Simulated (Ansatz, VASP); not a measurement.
Two plane-wave programs on Ti

```
Ti
1.0
    -1.56233    1.56233    1.95494
     1.56233   -1.56233    1.95494
     1.56233    1.56233   -1.95494
Ti
1
Direct
  0.00000 0.00000 0.00000
```

Alike in both runs: task single point; functional PBE; k mesh 22 × 22 × 22; occupations gaussian, width 0.15 eV; no spin polarisation.

```csv
,VASP,Ansatz
version,VASP 6.6.1,Ansatz 0.2.0
potentials or method,"VASP PAW PBE potentials, release 64 (Ti_sv), cutoff 520 eV","scalar-relativistic, plane waves, PAW"
valence electrons in the cell,12,12
```

|  | VASP | Ansatz | Ansatz less VASP |
| --- | --- | --- | --- |
| gap on the k mesh at the Fermi level (eV) | none | none | - |
| pressure (GPa) | -9.3 | -8.6 | +0.74 |
| traceless stress, the component that is largest in VASP (GPa) | 2.00 | 2.02 | +0.021 |

A gap of «none» marks a metal or a gap that the smearing closes. With one functional, cell and mesh, what is left measures potentials, basis and numerics.
